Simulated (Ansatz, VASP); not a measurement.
# BaS in VASP and in Ansatz

The input POSCAR:

```
BaS
1.0
    0.0000000000      3.3452008882      3.7894180100
    3.3452008882      0.0000000000      3.7894180100
    3.3452008882      3.3452008882      0.0000000000
Ba S
1 1
Direct
    0.0000000000      0.0000000000      0.0000000000
    0.2500000000      0.2500000000      0.2500000000
```

File INCAR.step1:

```
  ALGO = Normal
  EDIFF = 1E-5
  ENCUT = 520
  GGA = PE
  ISIF = 2
  ISMEAR = 0
  LASPH = T
  LCHARG = F
  LREAL = F
  LWAVE = T
  NBANDS = 15
  NELM = 60
  PREC = Accurate
  SIGMA = 0.01
```

File INCAR.step2:

```
  ALGO = Normal
  EDIFF = 1E-6
  ENCUT = 520
  GGA = PE
  HFSCREEN = 0.2079
  ISIF = 2
  ISMEAR = 0
  ISTART = 1
  LASPH = T
  LCHARG = F
  LHFCALC = T
  LREAL = F
  LWAVE = F
  NBANDS = 15
  NELM = 60
  PREC = Accurate
  PRECFOCK = Normal
  SIGMA = 0.01
```

Contents of KPOINTS:

```
k-points
0
Gamma
  4 4 4
```

Input for Ansatz:

```yaml
crystal:
  lattice:
    - [0.0, 3.3452008882, 3.78941801]
    - [3.3452008882, 0.0, 3.78941801]
    - [3.3452008882, 3.3452008882, 0.0]
  atoms:
    - { symbol: Ba, position: [0.0, 0.0, 0.0] }
    - { symbol: S, position: [0.25, 0.25, 0.25] }
kpoints:
  mp_grid: { grid: [4, 4, 4] }
  band_path:
    path:
      - [0.0, 0.0, 0.0]
      - [-0.5, -0.5, 0.0]
      - [-0.375, -0.375, 0.25]
      - [-0.375, 0.0, 0.375]
      - [0.0, 0.0, 0.5]
      - [-0.5, -0.25, 0.25]
    npoints: 1
hamiltonian:
  xc: hse06
scf:
  occupations: { method: fixed }
  n_extra_bands: 4
output:
  forces: true
  stress: true
  eigenvalues: true
```

Change from the starting cell: epitaxial_xy strain -5.0%.

Alike in both runs: task single point; functional HSE06; k mesh 4 × 4 × 4; no spin polarisation.

|  | VASP | Ansatz |
| --- | --- | --- |
| version | VASP 6.6.1 | Ansatz 0.2.0 |
| potentials or method | VASP PAW PBE potentials, release 64 (Ba_sv, S) | plane waves, PAW |
| plane-wave cutoff (eV) | 520 | 420 |
| occupations | gaussian, width 0.01 eV | fixed |
| valence electrons in the cell | 16 | 16 |

```tsv
	VASP	Ansatz	Ansatz less VASP
gap on the k mesh at the Fermi level (eV)	3.58	3.59	+0.005
pressure (GPa)	0.7	0.3	-0.42
traceless stress, the component that is largest in VASP (GPa)	-0.60	-0.64	-0.045
```

Ansatz's warnings: stress exchange threshold loose, stress scf threshold loose.

Neither program's run includes spin-orbit coupling.
